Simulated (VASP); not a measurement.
Input of a VASP 6.6.1 run:

File INCAR:

```
PREC     = Accurate       # precision mode
ENCUT    = 600            # plane-wave cutoff, eV
EDIFF    = 1E-7           # SCF threshold, eV
ISMEAR   = 0              # smearing method
SIGMA    = 0.1            # smearing width, eV
LREAL    = F              # projectors in reciprocal space
LASPH    = T              # aspherical terms in the spheres
NELM     = 80             # most SCF steps
ALGO     = Normal         # electronic algorithm
ISIF     = 3              # what is computed and relaxed
LWAVE    = F              # write WAVECAR
LCHARG   = F              # write CHGCAR
GGA      = PE             # functional
IBRION   = 2              # ionic algorithm
NSW      = 90             # ionic steps
EDIFFG   = -0.04          # ionic threshold
```

Contents of KPOINTS:

```
regular mesh
0
Gamma
  6 6 6
```

The input POSCAR:

```
Li7S
1.0
    3.1633547400      1.8263637100      3.0765317700
   -3.1633547400      1.8263637100      3.0765317700
    0.0000000000     -3.6527274200      3.0765317700
Li S
7 1
Direct
    0.8586739600      0.3423978500      0.8586739600
    0.8586739600      0.8586739600      0.3423978500
    0.3423978500      0.8586739600      0.8586739600
    0.5373672700      0.1149099700      0.5373672700
    0.5373672700      0.5373672700      0.1149099700
    0.1149099700      0.5373672700      0.5373672700
    0.1048100200      0.1048100200      0.1048100200
    0.4487205500      0.4487205500      0.4487205500
```

Potentials or basis: VASP PAW PBE potentials, release 64 (Li_sv, S).

Command:

```console
$ cat potpaw_PBE.64/Li_sv/POTCAR potpaw_PBE.64/S/POTCAR > POTCAR
$ mpirun -np 1 vasp_std > vasp.out
```

(1) Predict the relaxed volume.

(2) Estimate the space group after relaxing (to 0.1 Å).

## Answers

(1) 18.75 Å³/atom.

(2) R3m (No. 160).

Caveat: the cutoff is under 1.25 times the usual one of these potentials, so pressure, stress and relaxed cells hold a basis-set (Pulay) error; the volume moved by over 15 % at a fixed basis, so the end points are rough.
